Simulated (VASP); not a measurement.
## Al2O3: single point with LDA

The system is Al2O3.

```
Al O
1.0
     2.83805    0.00000    0.00000
    -1.41903    2.45783    0.00000
     0.00000    0.00000    9.34469
Al O
2 3
Cartesian
  0.0000 0.0000 7.9721
  0.0000 0.0000 1.3726
  0.0000 1.6386 7.3046
  1.4190 0.8193 0.0000
  0.0000 1.6386 2.0401
```

```yaml
Program: VASP 6.6.1
Task: single point
Functional: LDA
Potentials_or_basis: VASP PAW LDA potentials, release 64 (Al, O)
Cutoff: 520 eV
k_mesh: 11 × 11 × 3
Occupations: fermi-dirac, width 0.05 eV
Spin: no spin polarisation
Dipole_correction: no
Further_INCAR_settings: ALGO = Normal; EDIFF = 1e-06; NBANDS = 20
```

The pressure is 0.7 GPa, the largest force is 0.039 eV/Å and the band gap on the k mesh is 5.16 eV, indirect (least direct gap 5.44 eV).

Forces on the atoms (eV/Å):
```
Al   0.000  0.000  0.011
Al   0.000  0.000 -0.011
O    0.000  0.000 -0.039
O    0.000  0.000  0.000
O    0.000  0.000  0.039
```

Stress tensor (GPa, compression positive):
```
1.02 0.00 0.00
0.00 1.02 0.00
0.00 0.00 0.12
```

Levels at points of the mesh, in eV from the valence-band top:
```csv
k point,band 10,band 11,band 12,band 13,band 14,band 15
"(0.00, 0.00, 0.00)",-0.60,-0.60,-0.28,5.16,7.62,8.20
```

Wall time 16 s on 1 thread of Intel(R) Xeon(R) 6975P-C (Granite Rapids), on a shared host, peak memory 0.17 GiB.

A k mesh can miss the band edges. A hybrid or GW would open this gap; LDA tends to underestimate it.
